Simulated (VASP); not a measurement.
# V (Pm-3m) in VASP: notebook

The runs below take V through single point, with LDA.

Program: VASP 6.6.1. These are calculated values, not measurements. Logs are shortened: lines on timing, memory, paths and dates and some standing lists are left out, and cuts for length are marked.

## 1. The cell of the first run

The structure is cubic, space group Pm-3m (No. 221). Conventional cell: a = 2.281 Å, b = 2.281 Å, c = 2.281 Å, α = 90.00°, β = 90.00°, γ = 90.00°. V (site symmetry m-3m) has 6 V at 2.28 Å within 3.0 Å.

## 2. Single point, LDA (volume scaled by 0.88)

Contents of INCAR:

```
ALGO     = Normal         # electronic algorithm
EDIFF    = 1E-7           # SCF threshold, eV
ENCUT    = 520            # plane-wave cutoff, eV
GGA      = CA             # functional
ISIF     = 2              # what is computed and relaxed
ISMEAR   = -1             # smearing method
LASPH    = T              # aspherical terms in the spheres
LCHARG   = F              # write CHGCAR
LREAL    = F              # projectors in reciprocal space
LWAVE    = F              # write WAVECAR
NBANDS   = 12             # bands
NELM     = 100            # most SCF steps
PREC     = Accurate       # precision mode
SIGMA    = 0.1            # smearing width, eV
```

Contents of KPOINTS:

```
k-points
0
Gamma
  15 15 15
```

Contents of POSCAR:

```
V
1.0
    2.2814760981      0.0000000000      0.0000000000
    0.0000000000      2.2814760981      0.0000000000
    0.0000000000      0.0000000000      2.2814760981
V
1
Direct
    0.0000000000      0.0000000000      0.0000000000
```

Potentials or basis: VASP PAW LDA potentials, release 64 (V_sv).

Run with:

```bash
cat potpaw_LDA.64/V_sv/POTCAR > POTCAR
mpirun -np 1 vasp_std > vasp.out
```

OUTCAR:

```text
EDIFF = 1E-7
   ENCUT = 520
   GGA = CA
   ISIF = 2
   ISMEAR = -1
   LASPH = T
   LREAL = F
   NELM = 100
   PREC = Accurate

 ion  position               nearest neighbor table
   1  0.000  0.000  0.000-

  LATTYP: Found a simple cubic cell.
 ALAT       =     2.2814760981

  Lattice vectors:

 A1 = (   2.2814760981,   0.0000000000,   0.0000000000)
 A2 = (   0.0000000000,   2.2814760981,   0.0000000000)
 A3 = (   0.0000000000,   0.0000000000,   2.2814760981)

Analysis of symmetry for initial positions (statically):
=====================================================================
 Subroutine PRICEL returns:
 Original cell was already a primitive cell.

 Routine SETGRP: Setting up the symmetry group for a
 simple cubic supercell.

 Subroutine GETGRP returns: Found 48 space group operations
 (whereof 48 operations were pure point group operations)
 out of a pool of 48 trial point group operations.

The static configuration has the point symmetry O_h .

Analysis of symmetry for dynamics (positions and initial velocities):
=====================================================================
 Subroutine PRICEL returns:
 Original cell was already a primitive cell.

 Routine SETGRP: Setting up the symmetry group for a
 simple cubic supercell.

 Subroutine GETGRP returns: Found 48 space group operations
 (whereof 48 operations were pure point group operations)
 out of a pool of 48 trial point group operations.

The dynamic configuration has the point symmetry O_h .

 Subroutine INISYM returns: Found 48 space group operations
 (whereof 48 operations are pure point group operations),
 and found     1 'primitive' translations

----------------------------------------------------------------------------------------

                                     Primitive cell

  volume of cell :      11.8754

  direct lattice vectors                    reciprocal lattice vectors
     2.281476098  0.000000000  0.000000000     0.438312723  0.000000000  0.000000000
     0.000000000  2.281476098  0.000000000     0.000000000  0.438312723  0.000000000
     0.000000000  0.000000000  2.281476098     0.000000000  0.000000000  0.438312723

  length of vectors
     2.281476098  2.281476098  2.281476098     0.438312723  0.438312723  0.438312723

  position of ions in fractional coordinates (direct lattice)
     0.000000000  0.000000000  0.000000000

  ion indices of the primitive-cell ions
   primitive index   ion index
                 1           1
[... 73 lines left out ...]
   LREAL  =      F    real-space projection
   EDIFFG = 0.1E-05   stopping-criterion for IOM
   NSW    =      0    number of steps for IOM
   IBRION =     -1    ionic relax: 0-MD 1-quasi-New 2-CG
   NFREE  =      0    steps in history (QN), initial steepest desc. (CG)
   ISIF   =      2    stress and relaxation
   ISYM   =      2    0-nonsym 1-usesym 2-fastsym
   POTIM  = 0.5000    time-step for ionic-motion
   TEBEG  =    0.0;   TEEND  =   0.0 temperature during run
   PSTRESS=    0.0 pullay stress
   NELECT =      13.0000    total number of electrons
   NUPDOWN=      -1.0000    fix difference up-down
   EMIN   =  10.00;   EMAX   =-10.00  energy-range for DOS
   EFERMI =   0.00;   METHOD = LEGACY
   ISMEAR =    -1;   SIGMA  =   0.10  broadening in eV -4-tet -1-fermi 0-gaus
   EFERMI_NEDOS =   21; number of points for ismear=-14 and -15
   IALGO  =     38    algorithm
   IMIX   =      4    mixing-type and parameters
     AMIX     =   0.40;   BMIX     =  1.00
     AMIX_MAG =   1.60;   BMIX_MAG =  1.00
  volume/ion in A,a.u.               =      11.88        80.14
  Fermi-wavevector in a.u.,A,eV,Ry     =   1.687226  3.188396 38.732152  2.846733
  Thomas-Fermi vector in A             =   2.769750
   LORBIT       =      0    0 simple, 1 ext, 2 COOP (PROOUT), +10 PAW based schemes
   GGA     = CA    functional components
   LHFCALC =     F    Hartree Fock is set to
   AEXX    =    0.0000 exact exchange contribution
   IVDW    =     0    specifies the selected vdW correction
   LEPSILON=     F    determine dielectric tensor
   LRPA    =     F    only Hartree local field effects (RPA)
 non-spin polarized calculation
  energy-cutoff  :      520.00
  volume of cell :       11.88
 maximum number of plane-waves:       328
 NGX is ok and might be reduce to    18
   NGX =  9   NGY =  9   NGZ =  9

 number of electron      12.9999991 magnetization

 Free energy of the ion-electron system (eV)
  ---------------------------------------------------
  ext. energy  EPLUGINS =         0.00000000
  ---------------------------------------------------
  free energy    TOTEN  =        -8.96989284 eV

  energy without entropy =       -8.92674806  energy(sigma->0) =       -8.94832045

 E-fermi :  11.3764     XC(G=0): -13.8105

 val. band max:       11.3734933775   @ k =   0.4667   0.2000   0.0000
 cond. band min:      11.3971698923   @ k =   0.4667   0.2000   0.0667
 fundamental gap:      0.0236765148
 Fermi energy:        11.3764014474

 k-point     1 :       0.0000    0.0000    0.0000
  band No.  band energies     occupation
      1     -51.7910      2.00000
      2     -24.9132      2.00000
      3     -24.9132      2.00000
      4     -24.9132      2.00000
      5       4.6435      2.00000
      6       8.4766      2.00000
      7       8.4766      2.00000
      8      15.8085      0.00000
      9      15.8085      0.00000
     10      15.8085      0.00000
     11      32.3338      0.00000
     12      32.3338      0.00000
[... 331 lines left out ...]
 k-point    24 :       0.3333    0.2000    0.0000
  band No.  band energies     occupation
      1     -51.4033      2.00000
      2     -26.3017      2.00000
      3     -25.4407      2.00000
      4     -24.7183      2.00000
      5       8.1748      2.00000
      6       9.7489      2.00000
      7      11.4189      0.79064
      8      13.8579      0.00000
      9      14.0573      0.00000
     10      15.0724      0.00000
     11      23.7645      0.00000
     12      29.9295      0.00000

 [... further k-points ...]
[... 5 lines left out ...]
  --------------------------------------------------------------------------------------
  -------------------------------------------------------------------------------------
  Total        2.1036914      2.1036914      2.1036914      0.0000000     -0.0000000     -0.0000000
  in kB      283.8212106    283.8212106    283.8212106      0.0000000     -0.0000000     -0.0000000
  external PRESSURE =     283.8212106 kB  Pullay stress =       0.0000000 kB

 VOLUME and BASIS-vectors are now :
 -----------------------------------------------------------------------------
  energy-cutoff  :      520.00
  volume of cell :       11.88
      direct lattice vectors                 reciprocal lattice vectors
     2.281476098  0.000000000  0.000000000     0.438312723  0.000000000  0.000000000
     0.000000000  2.281476098  0.000000000     0.000000000  0.438312723  0.000000000
     0.000000000  0.000000000  2.281476098     0.000000000  0.000000000  0.438312723

 POSITION                                       TOTAL-FORCE (eV/Angst)
 -----------------------------------------------------------------------------------
      0.00000      0.00000      0.00000         0.000000      0.000000      0.000000
 -----------------------------------------------------------------------------------
    total drift:                                0.000000      0.000000      0.000000

  FREE ENERGIE OF THE ION-ELECTRON SYSTEM (eV)
  ---------------------------------------------------
  free  energy   TOTEN  =        -8.9698928365 eV

  energy  without entropy=       -8.9267480582  energy(sigma->0) =       -8.94832045
```

OSZICAR:

```text
N       E                     dE             d eps       ncg     rms          rms(c)
DAV:   1     0.916782931263E+02    0.91678E+02   -0.71483E+03  2896   0.122E+03
DAV:   2    -0.842516488786E+01   -0.10010E+03   -0.96328E+02  2932   0.333E+02
DAV:   3    -0.967609585801E+01   -0.12509E+01   -0.12472E+01  3156   0.438E+01
DAV:   4    -0.968239603540E+01   -0.63002E-02   -0.62999E-02  3172   0.327E+00
DAV:   5    -0.968247001441E+01   -0.73979E-04   -0.73979E-04  3148   0.335E-01    0.225E+01
DAV:   6    -0.899802046415E+01    0.68445E+00   -0.15864E+00  2980   0.196E+01    0.611E+00
DAV:   7    -0.897503746052E+01    0.22983E-01   -0.23239E-02  3080   0.181E+00    0.251E+00
DAV:   8    -0.897000139670E+01    0.50361E-02   -0.67276E-03  2928   0.127E+00    0.773E-02
DAV:   9    -0.896989072051E+01    0.11068E-03   -0.15426E-04  3176   0.208E-01    0.462E-02
DAV:  10    -0.896989286721E+01   -0.21467E-05   -0.61353E-06  3016   0.267E-02    0.216E-03
DAV:  11    -0.896989283651E+01    0.30704E-07   -0.13258E-07  2884   0.480E-03
   1 F= -.89698928E+01 E0= -.89483204E+01  d E =-.431448E-01
```

It took 8.4 s on 1 thread of Intel Xeon 6975P-C, shared host; peak memory 0.12 GiB.

What came out:

* Free energy: -8.9699 eV
* Pressure: 28.4 GPa

Levels at points of the mesh, in eV from the Fermi level:
```tsv
k point	band 5	band 6	band 7	band 8	band 9	band 10
(0.00, 0.00, 0.00)	-6.73	-2.90	-2.90	4.43	4.43	4.43
```

Caveat: the cell differs from its parent crystal (volume scaled by 0.88).

## 3. Single point, LDA (volume scaled by 0.92)

Contents of INCAR:

```
SYSTEM = V
  PREC = Accurate
  ENCUT = 520
  EDIFF = 1E-6
  ISMEAR = -1
  SIGMA = 0.1
  LREAL = .False.
  LASPH = .True.
  NELM = 100
  ALGO = Normal
  ISIF = 2
  LWAVE = .False.
  LCHARG = .False.
  GGA = CA
  NBANDS = 12
```

Contents of KPOINTS:

```
Automatic mesh
0
Gamma
  15 15 15
  0 0 0
```

Contents of POSCAR:

```
V
1.0
    2.3155330012      0.0000000000      0.0000000000
    0.0000000000      2.3155330012      0.0000000000
    0.0000000000      0.0000000000      2.3155330012
V
1
Direct
    0.0000000000      0.0000000000      0.0000000000
```

Potentials or basis: VASP PAW LDA potentials, release 64 (V_sv).

Run with:

```bash
cat potpaw_LDA.64/V_sv/POTCAR > POTCAR
mpirun -np 1 vasp_std > vasp.out
```

Wall time 8.4 s (1 thread of Intel Xeon 6975P-C, shared host); peak memory 0.12 GiB.

The run converged. Its results:

* Free energy: -9.0471 eV
* Pressure: 17.6 GPa

Levels at points of the mesh, in eV from the Fermi level:
```tsv
k point	band 3	band 4	band 5	band 6	band 7	band 8	band 9	band 10	band 11	band 12
(0.00, 0.00, 0.00)	-36.39	-36.39	-6.65	-2.71	-2.71	4.22	4.22	4.22	20.36	20.36
```

Caveat: the cell differs from its parent crystal (volume scaled by 0.92).

## 4. Single point, LDA (volume scaled by 0.96)

Contents of INCAR:

```
SYSTEM = V
PREC = Accurate
ENCUT = 520
EDIFF = 1E-6
ISMEAR = -1
SIGMA = 0.1
LREAL = .FALSE.
LASPH = .TRUE.
NELM = 100
ALGO = Normal
ISIF = 2
LWAVE = .FALSE.
LCHARG = .FALSE.
NBANDS = 12
```

Contents of KPOINTS:

```
regular mesh
0
G
  15 15 15
  0 0 0
```

Contents of POSCAR:

```
V
1.0
    2.3486165138      0.0000000000      0.0000000000
    0.0000000000      2.3486165138      0.0000000000
    0.0000000000      0.0000000000      2.3486165138
V
1
Direct
    0.0000000000      0.0000000000      0.0000000000
```

Run with:

```bash
cat potpaw_LDA.64/V_sv/POTCAR > POTCAR
mpirun -np 1 vasp_std > vasp.out
```

Wall time 8.3 s (1 thread of Intel Xeon 6975P-C, shared host); peak memory 0.13 GiB.

The run converged. Its results:

```
Free energy : -9.0913 eV
Pressure    : 8.7 GPa
```

Levels at points of the mesh, in eV from the Fermi level:
```tsv
k point	band 5	band 6	band 7	band 8	band 9	band 10
(0.00, 0.00, 0.00)	-6.56	-2.54	-2.54	4.03	4.03	4.03
```

Caveat: the cell differs from its parent crystal (volume scaled by 0.96).

## 5. Single point, LDA

This run uses another cell than the first one, of 13.49 Å³/atom, 1.136 times its volume.

INCAR: that of step 4 with these lines changed.

```diff
@@ -8,3 +8,3 @@
 LASPH = .TRUE.
-NELM = 100
+NELM = 60
 ALGO = Normal
@@ -13,2 +13,3 @@
 LCHARG = .FALSE.
+GGA = CA
 NBANDS = 12
```

Contents of KPOINTS:

```
Automatic mesh
0
G
  15 15 15
  0 0 0
```

Contents of POSCAR:

```
V
1.0
    2.3807933412      0.0000000000      0.0000000000
    0.0000000000      2.3807933412      0.0000000000
    0.0000000000      0.0000000000      2.3807933412
V
1
Direct
    0.0000000000      0.0000000000      0.0000000000
```

Run with:

```bash
cat potpaw_LDA.64/V_sv/POTCAR > POTCAR
mpirun -np 1 vasp_std > vasp.out
```

It took 8.5 s on 1 thread of Intel Xeon 6975P-C, shared host; peak memory 0.12 GiB.

Results (log left out):

- Free energy: -9.1084 eV
- Pressure: 1.4 GPa

Levels at points of the mesh, in eV from the Fermi level:
```csv
k point,band 4,band 5,band 6,band 7,band 8,band 9,band 10,band 11
"(0.00, 0.00, 0.00)",-36.57,-6.47,-2.39,-2.39,3.84,3.84,3.84,19.28
```

## 6. Single point, LDA (volume scaled by 1.04)

Contents of INCAR:

```
ALGO = Normal
EDIFF = 1E-6
ENCUT = 520
GGA = CA
ISIF = 2
ISMEAR = -1
LASPH = True
LCHARG = True
LELF = True
LREAL = False
LVHAR = True
LWAVE = False
NBANDS = 12
NELM = 100
PREC = Accurate
SIGMA = 0.1
```

Contents of KPOINTS:

```
k-points
0
Gamma
  15 15 15
```

Contents of POSCAR:

```
V
1.0
    2.4121231622      0.0000000000      0.0000000000
    0.0000000000      2.4121231622      0.0000000000
    0.0000000000      0.0000000000      2.4121231622
V
1
Direct
    0.0000000000      0.0000000000      0.0000000000
```

Potentials or basis: VASP PAW LDA potentials, release 64 (V_sv).

Run with:

```bash
cat potpaw_LDA.64/V_sv/POTCAR > POTCAR
mpirun -np 1 vasp_std > vasp.out
```

Run time: 8.6 s. Hardware: 1 thread of Intel Xeon 6975P-C, shared host; peak memory 0.13 GiB.

The run converged. Its results:

- Free energy: -9.1029 eV
- Pressure: -4.7 GPa

Levels at points of the mesh, in eV from the Fermi level:
```
           k point  band 4  band 5  band 6  band 7  band 8  band 9  band 10  band 11
(0.00, 0.00, 0.00)  -36.66   -6.38   -2.26   -2.26    3.67    3.67     3.67    18.78
```

Caveat: the cell differs from its parent crystal (volume scaled by 1.04).

## 7. Overview

```tsv
cell	gap on the mesh (eV)	pressure (GPa)
a = 2.281 Å, 1 atom	none	28.4
a = 2.316 Å, 1 atom	none	17.6
a = 2.349 Å, 1 atom	none	8.7
a = 2.381 Å, 1 atom	none	1.4
a = 2.412 Å, 1 atom	none	-4.7
```

Alike in all rows: task single point; level LDA; potentials or basis VASP PAW LDA potentials, release 64 (V_sv); no spin polarisation; k mesh 15 × 15 × 15; cutoff (eV) 520; smearing fermi-dirac 0.1 eV.

Absolute energies hang on the potentials; compare differences alone.
